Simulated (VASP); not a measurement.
# Pt in VASP: a series of runs

The runs below take Pt through single point, with PBE.

All numbers are computed with VASP 6.6.1; they aren't measurements. Logs are shortened: lines on timing, memory, paths and dates and some standing lists are left out, and cuts for length are marked.

## 1. The cell of the first run

It takes space group Fm-3m (No. 225, cubic). Conventional cell: a = 3.720 Å, b = 3.720 Å, c = 3.720 Å, α = 90.00°, β = 90.00°, γ = 90.00°. Within 3.5 Å of Pt (site symmetry m-3m) lie 12 Pt at 2.63 Å.

## 2. Single point, PBE (strain -0.050 along x and y, -0.050 along z)

Contents of INCAR:

```
PREC     = Accurate       # precision mode
ENCUT    = 520            # plane-wave cutoff, eV
EDIFF    = 1E-7           # SCF threshold, eV
ISMEAR   = 0              # smearing method
SIGMA    = 0.15           # smearing width, eV
LREAL    = F              # projectors in reciprocal space
LASPH    = T              # aspherical terms in the spheres
NELM     = 60             # most SCF steps
ALGO     = Normal         # electronic algorithm
ISIF     = 2              # what is computed and relaxed
LWAVE    = F              # write WAVECAR
LCHARG   = F              # write CHGCAR
GGA      = PE             # functional
NBANDS   = 11             # bands
```

Contents of KPOINTS:

```
Automatic mesh
0
Gamma
  20 20 20
```

Contents of POSCAR:

```
Pt
1.0
    0.0000000000      1.8600050000      1.8600050000
    1.8600050000      0.0000000000      1.8600050000
    1.8600050000      1.8600050000      0.0000000000
Pt
1
Direct
    0.0000000000      0.0000000000      0.0000000000
```

Potentials or basis: VASP PAW PBE potentials, release 64 (Pt).

Launch:

```bash
> cat potpaw_PBE.64/Pt/POTCAR > POTCAR
> mpirun -np 1 vasp_std > vasp.out
```

OUTCAR:

```text
PREC = Accurate
   ENCUT = 520
   EDIFF = 1E-7
   ISMEAR = 0
   LREAL = F
   LASPH = T
   NELM = 60
   ISIF = 2
   GGA = PE

 ion  position               nearest neighbor table
   1  0.000  0.000  0.000-

  LATTYP: Found a face centered cubic cell.
 ALAT       =     3.7200100000

  Lattice vectors:

 A1 = (   0.0000000000,   1.8600050000,   1.8600050000)
 A2 = (   1.8600050000,   0.0000000000,   1.8600050000)
 A3 = (   1.8600050000,   1.8600050000,   0.0000000000)

Analysis of symmetry for initial positions (statically):
=====================================================================
 Subroutine PRICEL returns:
 Original cell was already a primitive cell.

 Routine SETGRP: Setting up the symmetry group for a
 face centered cubic supercell.

 Subroutine GETGRP returns: Found 48 space group operations
 (whereof 48 operations were pure point group operations)
 out of a pool of 48 trial point group operations.

The static configuration has the point symmetry O_h .

Analysis of symmetry for dynamics (positions and initial velocities):
=====================================================================
 Subroutine PRICEL returns:
 Original cell was already a primitive cell.

 Routine SETGRP: Setting up the symmetry group for a
 face centered cubic supercell.

 Subroutine GETGRP returns: Found 48 space group operations
 (whereof 48 operations were pure point group operations)
 out of a pool of 48 trial point group operations.

The dynamic configuration has the point symmetry O_h .

 Subroutine INISYM returns: Found 48 space group operations
 (whereof 48 operations are pure point group operations),
 and found     1 'primitive' translations

----------------------------------------------------------------------------------------

                                     Primitive cell

  volume of cell :      12.8698

  direct lattice vectors                    reciprocal lattice vectors
     0.000000000  1.860005000  1.860005000    -0.268816482  0.268816482  0.268816482
     1.860005000  0.000000000  1.860005000     0.268816482 -0.268816482  0.268816482
     1.860005000  1.860005000  0.000000000     0.268816482  0.268816482 -0.268816482

  length of vectors
     2.630444297  2.630444297  2.630444297     0.465603804  0.465603804  0.465603804

  position of ions in fractional coordinates (direct lattice)
     0.000000000  0.000000000  0.000000000

  ion indices of the primitive-cell ions
   primitive index   ion index
                 1           1

----------------------------------------------------------------------------------------

 KPOINTS: Automatic mesh

Automatic generation of k-mesh.
 Grid dimensions read from file:
 generate k-points for:   20   20   20

 Generating k-lattice:

  Cartesian coordinates                     Fractional coordinates (reciprocal lattice)
    -0.013440824  0.013440824  0.013440824     0.050000000  0.000000000  0.000000000
     0.013440824 -0.013440824  0.013440824     0.000000000  0.050000000  0.000000000
     0.013440824  0.013440824 -0.013440824     0.000000000  0.000000000  0.050000000

  Length of vectors
     0.023280190  0.023280190  0.023280190

  Shift w.r.t. Gamma in fractional coordinates (k-lattice)
     0.000000000  0.000000000  0.000000000

 Subroutine IBZKPT returns following result:
 ===========================================

 Found    256 irreducible k-points:

 Following reciprocal coordinates:
            Coordinates               Weight
  0.000000  0.000000  0.000000      1.000000
  0.050000  0.000000  0.000000      8.000000
  0.100000  0.000000  0.000000      8.000000
  0.150000  0.000000  0.000000      8.000000
  0.200000  0.000000  0.000000      8.000000
  0.250000  0.000000  0.000000      8.000000
[... 16 lines left out ...]
 -0.400000  0.050000  0.000000     24.000000
 -0.350000  0.050000  0.000000     24.000000
 [... further k-points ...]
   k-points           NKPTS =    256   k-points in BZ     NKDIM =    256   number of bands    NBANDS=     11
   number of dos      NEDOS =    301   number of ions     NIONS =      1
   total plane-waves  NPLWV =   8000
   dimension x,y,z NGX =    20 NGY =   20 NGZ =   20
   dimension x,y,z NGXF=    40 NGYF=   40 NGZF=   40
   ions per type =               1
   NGX,Y,Z   is equivalent  to a cutoff of  12.64, 12.64, 12.64 a.u.
   NGXF,Y,Z  is equivalent  to a cutoff of  25.28, 25.28, 25.28 a.u.
 SYSTEM =  unknown system
   PREC   = accura    normal or accurate (medium, high low for compatibility)
   ISTART =      0    job   : 0-new  1-cont  2-samecut
   ICHARG =      2    charge: 1-file 2-atom 10-const
   ISPIN  =      1    spin polarized calculation?
   LNONCOLLINEAR =      F non collinear calculations
   LSORBIT =      F    spin-orbit coupling
   LASPH  =      T    aspherical Exc in radial PAW
   ENCUT  =  520.0 eV  38.22 Ry    6.18 a.u.   4.89  4.89  4.89*2*pi/ulx,y,z
   NELM   =     60;   NELMIN=  2; NELMDL= -5     # of ELM steps
   EDIFF  = 0.1E-06   stopping-criterion for ELM
   LREAL  =      F    real-space projection
   EDIFFG = 0.1E-05   stopping-criterion for IOM
   NSW    =      0    number of steps for IOM
   IBRION =     -1    ionic relax: 0-MD 1-quasi-New 2-CG
   NFREE  =      0    steps in history (QN), initial steepest desc. (CG)
   ISIF   =      2    stress and relaxation
   ISYM   =      2    0-nonsym 1-usesym 2-fastsym
   POTIM  = 0.5000    time-step for ionic-motion
   TEBEG  =    0.0;   TEEND  =   0.0 temperature during run
   PSTRESS=    0.0 pullay stress
   NELECT =      10.0000    total number of electrons
   NUPDOWN=      -1.0000    fix difference up-down
   EMIN   =  10.00;   EMAX   =-10.00  energy-range for DOS
   EFERMI =   0.00;   METHOD = LEGACY
   ISMEAR =     0;   SIGMA  =   0.15  broadening in eV -4-tet -1-fermi 0-gaus
   EFERMI_NEDOS =   21; number of points for ismear=-14 and -15
   IALGO  =     38    algorithm
   IMIX   =      4    mixing-type and parameters
     AMIX     =   0.40;   BMIX     =  1.00
     AMIX_MAG =   1.60;   BMIX_MAG =  1.00
  volume/ion in A,a.u.               =      12.87        86.85
  Fermi-wavevector in a.u.,A,eV,Ry     =   1.505049  2.844131 30.819554  2.265173
  Thomas-Fermi vector in A             =   2.615949
   LORBIT       =      0    0 simple, 1 ext, 2 COOP (PROOUT), +10 PAW based schemes
   GGA     = PE    functional components
   LHFCALC =     F    Hartree Fock is set to
   AEXX    =    0.0000 exact exchange contribution
   IVDW    =     0    specifies the selected vdW correction
   LEPSILON=     F    determine dielectric tensor
   LRPA    =     F    only Hartree local field effects (RPA)
 non-spin polarized calculation
 Gauss-broadening in eV      SIGMA  =   0.15
  energy-cutoff  :      520.00
  volume of cell :       12.87
 maximum number of plane-waves:       360
   NGX =  9   NGY =  9   NGZ =  9

 number of electron      10.0000000 magnetization

 Free energy of the ion-electron system (eV)
  ---------------------------------------------------
  ext. energy  EPLUGINS =         0.00000000
  ---------------------------------------------------
  free energy    TOTEN  =        -5.53846377 eV

  energy without entropy =       -5.52373695  energy(sigma->0) =       -5.53110036

 E-fermi :  14.6233     XC(G=0): -14.4590

 val. band max:       14.6114771009   @ k =   0.4500   0.0500   0.0000
 cond. band min:      14.6266730079   @ k =  -0.4500   0.1000   0.0500
 fundamental gap:      0.0151959070
 Fermi energy:        14.6233258555

 k-point     1 :       0.0000    0.0000    0.0000
  band No.  band energies     occupation
      1       2.4695      2.00000
      2       9.7102      2.00000
      3       9.7102      2.00000
      4       9.7102      2.00000
      5      12.5049      2.00000
      6      12.5049      2.00000
      7      28.6085      0.00000
      8      34.5048      0.00000
      9      34.5048      0.00000
     10      34.5048      0.00000
     11      40.4613      0.00000

 k-point     2 :       0.0500    0.0000    0.0000
  band No.  band energies     occupation
      1       2.5885      2.00000
      2       9.6482      2.00000
      3       9.7612      2.00000
      4       9.7612      2.00000
      5      12.4714      2.00000
      6      12.4714      2.00000
      7      28.8150      0.00000
      8      33.9330      0.00000
      9      34.7048      0.00000
     10      34.7048      0.00000
     11      41.1648      0.00000

 k-point     3 :       0.1000    0.0000    0.0000
  band No.  band energies     occupation
      1       2.9351      2.00000
      2       9.4855      2.00000
      3       9.8989      2.00000
      4       9.8989      2.00000
      5      12.3928      2.00000
      6      12.3928      2.00000
      7      29.3941      0.00000
      8      32.7017      0.00000
      9      35.2921      0.00000
     10      35.2921      0.00000
     11      42.6069      0.00000

 k-point     4 :       0.1500    0.0000    0.0000
  band No.  band energies     occupation
      1       3.4742      2.00000
      2       9.2882      2.00000
      3      10.0711      2.00000
      4      10.0711      2.00000
      5      12.3369      2.00000
      6      12.3369      2.00000
      7      30.1811      0.00000
      8      31.3615      0.00000
      9      36.2307      0.00000
     10      36.2307      0.00000
     11      42.4684      0.00000

 k-point     5 :       0.2000    0.0000    0.0000
  band No.  band energies     occupation
      1       4.1311      2.00000
      2       9.1648      2.00000
      3      10.1866      2.00000
      4      10.1866      2.00000
      5      12.4109      2.00000
      6      12.4109      2.00000
      7      29.8024      0.00000
      8      31.1776      0.00000
      9      37.4624      0.00000
     10      37.4624      0.00000
     11      40.6326      0.00000
[... 211 lines left out ...]
 k-point    21 :       0.5000    0.0500    0.0000
  band No.  band energies     occupation
      1       5.5335      2.00000
      2       9.5102      2.00000
      3       9.6925      2.00000
      4      12.7862      2.00000
      5      14.6991      0.47500
      6      15.3413      0.00000
      7      21.8345      0.00000
      8      28.4609      0.00000
      9      34.4892      0.00000
     10      34.4982      0.00000
     11      45.5429      0.00000

 k-point    22 :      -0.4500    0.0500    0.0000
  band No.  band energies     occupation
      1       5.5386      2.00000
      2       9.5350      2.00000
      3       9.6912      2.00000
      4      12.6953      2.00000
      5      14.5252      1.64495
      6      15.3448      0.00000
      7      22.0480      0.00000
      8      28.5125      0.00000
      9      34.3295      0.00000
     10      34.8619      0.00000
     11      45.0764      0.00000

 k-point    23 :      -0.4000    0.0500    0.0000
  band No.  band energies     occupation
      1       5.5596      2.00000
      2       9.6292      2.00000
      3       9.7593      2.00000
      4      11.9378      2.00000
      5      14.1235      2.00000
      6      14.9570      0.00165
      7      23.2808      0.00000
      8      28.8752      0.00000
      9      34.7356      0.00000
     10      35.8118      0.00000
     11      43.4584      0.00000

 k-point    24 :      -0.3500    0.0500    0.0000
  band No.  band energies     occupation
      1       5.5521      2.00000
      2       9.7764      2.00000
      3       9.8881      2.00000
      4      10.8714      2.00000
      5      13.5757      2.00000
      6      14.4271      1.93572
      7      24.9456      0.00000
      8      29.5696      0.00000
      9      35.6219      0.00000
     10      37.2612      0.00000
     11      41.4855      0.00000

 [... further k-points ...]
[... 5 lines left out ...]
  --------------------------------------------------------------------------------------
  -------------------------------------------------------------------------------------
  Total        6.5292714      6.5292714      6.5292714      0.0000000      0.0000000      0.0000000
  in kB      812.8360862    812.8360862    812.8360862      0.0000000      0.0000000      0.0000000
  external PRESSURE =     812.8360862 kB  Pullay stress =       0.0000000 kB

 VOLUME and BASIS-vectors are now :
 -----------------------------------------------------------------------------
  energy-cutoff  :      520.00
  volume of cell :       12.87
      direct lattice vectors                 reciprocal lattice vectors
     0.000000000  1.860005000  1.860005000    -0.268816482  0.268816482  0.268816482
     1.860005000  0.000000000  1.860005000     0.268816482 -0.268816482  0.268816482
     1.860005000  1.860005000  0.000000000     0.268816482  0.268816482 -0.268816482

 POSITION                                       TOTAL-FORCE (eV/Angst)
 -----------------------------------------------------------------------------------
      0.00000      0.00000      0.00000         0.000000      0.000000     -0.000000
 -----------------------------------------------------------------------------------
    total drift:                                0.000000     -0.000000     -0.000000

  FREE ENERGIE OF THE ION-ELECTRON SYSTEM (eV)
  ---------------------------------------------------
  free  energy   TOTEN  =        -5.5384637716 eV

  energy  without entropy=       -5.5237369469  energy(sigma->0) =       -5.53110036
```

It took 34 s on 1 thread of Intel Xeon 8259CL, shared host; peak memory 0.15 GiB.

Results:

```
Free energy            : -5.5385 eV
Pressure               : 81.3 GPa
Band gap on the k mesh : zero (bands 5 and 6 overlap by 2.97 eV)
```

Levels at points of the mesh, in eV from the Fermi level:
| k point | band 2 | band 3 | band 4 | band 5 | band 6 | band 7 | band 8 | band 9 |
| --- | --- | --- | --- | --- | --- | --- | --- | --- |
| (0.00, 0.00, 0.00) | -4.91 | -4.91 | -4.91 | -2.12 | -2.12 | 13.99 | 19.88 | 19.88 |
| (0.50, 0.00, 0.00) | -5.02 | -5.02 | -1.15 | 0.07 | 0.07 | 7.19 | 13.62 | 19.96 |
| (0.50, 0.50, 0.00) | -8.51 | 0.03 | 0.67 | 0.67 | 1.48 | 10.78 | 11.85 | 11.85 |

Caveat: the cell differs from its parent crystal (strain -0.050 along x and y, -0.050 along z); the cell stands under pressure; spin-orbit coupling is left out, which moves the levels of the heavy elements.

## 3. Single point, PBE (strain -0.025 along x and y, -0.025 along z)

Contents of INCAR:

```
ALGO = Normal ; EDIFF = 1E-7
ENCUT = 520 ; GGA = PE
ISIF = 2 ; ISMEAR = 0
LASPH = T ; LCHARG = F
LREAL = F ; LWAVE = F
NBANDS = 11 ; NELM = 100
PREC = Accurate ; SIGMA = 0.15
```

Contents of KPOINTS:

```
k-points
0
Gamma
  20 20 20
```

Contents of POSCAR:

```
Pt
1.0
    0.0000000000      1.9089525000      1.9089525000
    1.9089525000      0.0000000000      1.9089525000
    1.9089525000      1.9089525000      0.0000000000
Pt
1
Direct
    0.0000000000      0.0000000000      0.0000000000
```

Potentials or basis: VASP PAW PBE potentials, release 64 (Pt).

Launch:

```bash
> cat potpaw_PBE.64/Pt/POTCAR > POTCAR
> mpirun -np 1 vasp_std > vasp.out
```

OUTCAR:

```text
EDIFF = 1E-7
   ENCUT = 520
   GGA = PE
   ISIF = 2
   ISMEAR = 0
   LASPH = T
   LREAL = F
   NELM = 100
   PREC = Accurate

 ion  position               nearest neighbor table
   1  0.000  0.000  0.000-

  LATTYP: Found a face centered cubic cell.
 ALAT       =     3.8179050000

  Lattice vectors:

 A1 = (   0.0000000000,   1.9089525000,   1.9089525000)
 A2 = (   1.9089525000,   0.0000000000,   1.9089525000)
 A3 = (   1.9089525000,   1.9089525000,   0.0000000000)

Analysis of symmetry for initial positions (statically):
[... 508 lines left out ...]
      5      11.9937      2.00000
      6      12.7406      1.87714
      7      22.6329      0.00000
      8      27.9372      0.00000
      9      33.2036      0.00000
     10      34.8160      0.00000
     11      39.0342      0.00000

 [... further k-points ...]
[... 5 lines left out ...]
  --------------------------------------------------------------------------------------
  -------------------------------------------------------------------------------------
  Total        3.4231851      3.4231851      3.4231851      0.0000000      0.0000000      0.0000000
  in kB      394.2081575    394.2081575    394.2081575      0.0000000      0.0000000      0.0000000
  external PRESSURE =     394.2081575 kB  Pullay stress =       0.0000000 kB

 VOLUME and BASIS-vectors are now :
 -----------------------------------------------------------------------------
  energy-cutoff  :      520.00
  volume of cell :       13.91
      direct lattice vectors                 reciprocal lattice vectors
     0.000000000  1.908952500  1.908952500    -0.261923751  0.261923751  0.261923751
     1.908952500  0.000000000  1.908952500     0.261923751 -0.261923751  0.261923751
     1.908952500  1.908952500  0.000000000     0.261923751  0.261923751 -0.261923751

 POSITION                                       TOTAL-FORCE (eV/Angst)
 -----------------------------------------------------------------------------------
      0.00000      0.00000      0.00000         0.000000     -0.000000      0.000000
 -----------------------------------------------------------------------------------
    total drift:                                0.000000      0.000000      0.000000

  FREE ENERGIE OF THE ION-ELECTRON SYSTEM (eV)
  ---------------------------------------------------
  free  energy   TOTEN  =        -5.9225752897 eV

  energy  without entropy=       -5.9055682107  energy(sigma->0) =       -5.91407175
```

OSZICAR:

```text
N       E                     dE             d eps       ncg     rms          rms(c)
DAV:   1     0.404917287110E+02    0.40492E+02   -0.54238E+03  5736   0.853E+02
DAV:   2    -0.568047081251E+01   -0.46172E+02   -0.44490E+02  6450   0.180E+02
DAV:   3    -0.628230953845E+01   -0.60184E+00   -0.59615E+00  6630   0.193E+01
DAV:   4    -0.628459331500E+01   -0.22838E-02   -0.22836E-02  6554   0.141E+00
DAV:   5    -0.628461005908E+01   -0.16744E-04   -0.16745E-04  6660   0.110E-01    0.165E+01
DAV:   6    -0.597612790263E+01    0.30848E+00   -0.58602E-01  6157   0.632E+00    0.883E+00
DAV:   7    -0.592678003405E+01    0.49348E-01   -0.16741E-01  6469   0.328E+00    0.255E+00
DAV:   8    -0.592273526727E+01    0.40448E-02   -0.90461E-03  6214   0.850E-01    0.536E-01
DAV:   9    -0.592256976724E+01    0.16550E-03   -0.14158E-04  6427   0.110E-01    0.283E-02
DAV:  10    -0.592257512082E+01   -0.53536E-05   -0.40723E-06  7656   0.148E-02    0.143E-03
DAV:  11    -0.592257524015E+01   -0.11933E-06   -0.46938E-08  5142   0.199E-03    0.106E-03
DAV:  12    -0.592257528975E+01   -0.49595E-07   -0.42914E-09  3416   0.414E-04
   1 F= -.59225753E+01 E0= -.59140718E+01  d E =-.170071E-01
```

Run time: 41 s. Hardware: 1 thread of Intel Xeon 8259CL, shared host; peak memory 0.16 GiB.

What came out:

```
Free energy            : -5.9226 eV
Pressure               : 39.4 GPa
Band gap on the k mesh : zero (bands 5 and 6 overlap by 2.58 eV)
```

Levels at points of the mesh, in eV from the Fermi level:
```
           k point  band 1  band 2  band 3  band 4  band 5  band 6  band 7  band 8  band 9  band 10
(0.00, 0.00, 0.00)  -11.17   -4.33   -4.33   -4.33   -1.87   -1.87   14.35   19.78   19.78    19.78
(0.50, 0.00, 0.00)   -8.23   -4.41   -4.41   -0.82    0.05    0.05    6.49   13.95   19.50    19.50
(0.50, 0.50, 0.00)   -8.04   -7.53    0.01    0.58    0.58    1.62    9.80   11.63   11.63    21.15
```

Caveat: the cell differs from its parent crystal (strain -0.025 along x and y, -0.025 along z); the cell stands under pressure; spin-orbit coupling is left out, which moves the levels of the heavy elements.

[end of part 1 of 2]
